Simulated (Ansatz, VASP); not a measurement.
**Two plane-wave programs on Ge**

```
Ge
1.0
     0.00000    2.82891    2.82891
     2.82891    0.00000    2.82891
     2.82891    2.82891    0.00000
Ge
2
Direct
  0.50000 0.50000 0.50000
  0.75000 0.75000 0.75000
```

Alike in both runs: task relaxation of cell and atoms; functional PBEsol; k mesh 14 × 14 × 14; occupations fermi-dirac, width 0.05 eV; no spin polarisation.

|  | VASP | Ansatz |
| --- | --- | --- |
| version | VASP 6.6.1 | Ansatz 0.2.0 |
| potentials or method | VASP PAW PBE potentials, release 64 (Ge_d) | PAW with Ansatz's default frozen-core files, scalar-relativistic |
| plane-wave cutoff (eV) | 600 | 420 |
| valence electrons in the cell | 28 | 28 |

Ansatz gave:

| Item | Value |
| --- | --- |
| relaxed volume (Å³/atom) | 22.86 |
| relaxed length of the cell vector where the two differ most in proportion (Å) | 4.013 |

Q: Estimate VASP's values.

A: Relaxed volume (Å³/atom): 22.82; relaxed length of the cell vector where the two differ most in proportion (Å): 4.011.

VASP's potentials were made for PBE, not for PBEsol.
